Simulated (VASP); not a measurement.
A run of VASP 6.6.1:

INCAR

```
PREC     = Accurate       # precision mode
ENCUT    = 520            # plane-wave cutoff, eV
EDIFF    = 1E-8           # SCF threshold, eV
ISMEAR   = 0              # smearing method
SIGMA    = 0.01           # smearing width, eV
LREAL    = False          # projectors in reciprocal space
LASPH    = True           # aspherical terms in the spheres
NELM     = 60             # most SCF steps
ALGO     = Normal         # electronic algorithm
ISIF     = 2              # what is computed and relaxed
LWAVE    = False          # write WAVECAR
LCHARG   = False          # write CHGCAR
GGA      = PE             # functional
LEPSILON = True           # dielectric tensor by DFPT
```

The input KPOINTS:

```
Automatic mesh
0
Gamma
  6 6 6
```

The input POSCAR:

```
CdS
1.0
    0.0000000000      2.9392138922      2.9392138922
    2.9392138922      0.0000000000      2.9392138922
    2.9392138922      2.9392138922      0.0000000000
Cd S
1 1
Direct
    0.0000000000      0.0000000000      0.0000000000
    0.2500000000      0.2500000000      0.2500000000
```

Potentials or basis: VASP PAW PBE potentials, release 64 (Cd, S).

Launch:

```bash
$ cat potpaw_PBE.64/Cd/POTCAR potpaw_PBE.64/S/POTCAR > POTCAR
$ mpirun -np 1 vasp_std > vasp.out
```

Hardware: 1 thread of Intel(R) Xeon(R) 6975P-C (Granite Rapids), with other jobs on the host.

Q: Estimate the wall time of this run.

A: Run time: 62 s on 1 thread of Intel(R) Xeon(R) 6975P-C (Granite Rapids) (shared host), peak memory 0.23 GiB. Counts: scf iterations 116, k points 16.
